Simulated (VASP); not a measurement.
A run of VASP 6.6.1 is set up as follows.

Contents of INCAR:

```
SYSTEM = Nb
PREC = Accurate
ENCUT = 600
EDIFF = 1E-6
ISMEAR = 0
SIGMA = 0.1
LREAL = .False.
LASPH = .True.
NELM = 80
ALGO = Normal
ISIF = 3
LWAVE = .False.
LCHARG = .False.
IBRION = 2
NSW = 100
EDIFFG = -0.005
```

KPOINTS

```
regular mesh
0
Gamma
  18 18 18
  0 0 0
```

The input POSCAR:

```
Nb
1.0
   -1.6267284720      1.6267284720      1.6267284720
    1.6267284720     -1.6267284720      1.6267284720
    1.6267284720      1.6267284720     -1.6267284720
Nb
1
Direct
    0.0000000000      0.0000000000      0.0000000000
```

Potentials or basis: VASP PAW LDA potentials, release 64 (Nb_sv).

Launch:

```sh
$ cat potpaw_LDA.64/Nb_sv/POTCAR > POTCAR
$ mpirun -np 1 vasp_std > vasp.out
```

Q: What does it give for the relaxed volume?

A: 17.12 Å³/atom.

Q: Estimate the space group after relaxing (to 0.1 Å).

A: Im-3m (No. 229).

Q: Estimate the relaxed cell.

A: a = 2.812 Å, b = 2.812 Å, c = 2.812 Å, α = 109.47°, β = 109.47°, γ = 109.47°.

Step by step:
```tsv
step	energy change (eV)	largest force (eV/Å)	pressure (GPa)	volume (Å³)
1	0.0000	0.0000	-1.12	17.22
2	0.0010	0.0000	2.23	16.92
3	-0.0003	0.0000	0.00	17.12
```

LDA usually gives volumes a few per cent too small. Zero-point motion and thermal expansion aren't in these numbers.
